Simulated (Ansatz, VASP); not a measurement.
# AlN: VASP beside Ansatz

File INCAR:

```
PREC = Accurate ; ENCUT = 520
EDIFF = 1E-6 ; ISMEAR = 0
SIGMA = 0.05 ; LREAL = F
LASPH = T ; NELM = 100
ALGO = Normal ; ISIF = 2
LWAVE = F ; LCHARG = F
GGA = PE ; IBRION = 2
NSW = 50 ; EDIFFG = -0.01
```

The input KPOINTS:

```
Automatic mesh
0
Gamma
  9 9 6
```

The input POSCAR:

```
AlN
1.0
    3.0673000000      0.0000000000      0.0000000000
   -1.5336500000      2.6563597210      0.0000000000
    0.0000000000      0.0000000000      5.2176000000
Al N
2 2
Direct
    0.3333333333      0.6666666667      0.0017290859
    0.6666666667      0.3333333333      0.5017290859
    0.3333333333      0.6666666667      0.3832709141
    0.6666666667      0.3333333333      0.8832709141
```

Input for Ansatz:

```yaml
crystal:
  lattice:
    - [3.0673, 0.0, 0.0]
    - [-1.53365, 2.656359721, 0.0]
    - [0.0, 0.0, 5.2176]
  atoms:
    - { symbol: Al, position: [0.3333333333, 0.6666666667, 0.0017290859] }
    - { symbol: Al, position: [0.6666666667, 0.3333333333, 0.5017290859] }
    - { symbol: "N", position: [0.3333333333, 0.6666666667, 0.3832709141] }
    - { symbol: "N", position: [0.6666666667, 0.3333333333, 0.8832709141] }
basis:
  ecutwfc: 520.0
kpoints:
  mp_grid: { grid: [9, 9, 6] }
hamiltonian:
  xc: pbe
  pseudopotentials: { kind: paw, azcp: { folder: soft_1 } }
scf:
  occupations: { method: gaussian, width: 0.05 }
output:
  forces: true
  stress: true
  eigenvalues: true
relax:
  adjacent_minimum: "off"
  f_tol: 0.01
  max_steps: 30
```

Alike in both runs: task relaxation of the atoms; functional PBE; k mesh 9 × 9 × 6; occupations gaussian, width 0.05 eV; no spin polarisation.

|  | VASP | Ansatz |
| --- | --- | --- |
| version | VASP 6.6.1 | Ansatz 0.2.0 |
| potentials or method | VASP PAW PBE potentials, release 64 (Al, N), cutoff 520 eV | scalar-relativistic, plane waves, PAW |
| valence electrons in the cell | 16 | 16 |

|  | VASP | Ansatz | Ansatz less VASP |
| --- | --- | --- | --- |
| gap on the k mesh at the Fermi level, each at its own relaxed structure (eV) | 3.95 | 3.95 | -0.007 |

Ansatz's warnings: stress scf threshold loose.
